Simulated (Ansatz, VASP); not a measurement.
# Two plane-wave programs on Ir

```
Ir
1.0
     0.00000    2.11599    1.72220
     2.11599    0.00000    1.72220
     2.11599    2.11599    0.00000
Ir
1
Cartesian
  0.0000 0.0000 0.0000
```

Alike in both runs: task single point; functional PBE; k mesh 22 × 22 × 22; occupations gaussian, width 0.15 eV; no spin polarisation.

|  | VASP | Ansatz |
| --- | --- | --- |
| version | VASP 6.6.1 | Ansatz 0.2.0 |
| potentials or method | VASP PAW PBE potentials, release 64 (Ir), cutoff 520 eV | scalar-relativistic, plane waves, PAW |
| valence electrons in the cell | 9 | 17 |

|  | VASP | Ansatz | Ansatz less VASP |
| --- | --- | --- | --- |
| gap on the k mesh at the Fermi level (eV) | none | none | - |
| pressure (GPa) | -11.6 | -12.1 | -0.42 |
| traceless stress, the component that is largest in VASP (GPa) | 26.86 | 27.08 | +0.219 |

A gap of «none» marks a metal or a gap that the smearing closes. With one functional, cell and mesh, what is left measures potentials, basis and numerics. VASP's potentials hold 9 valence electrons a cell and Ansatz's 17, so a difference there can come from the potentials and not from the codes.

Neither program's run includes spin-orbit coupling.
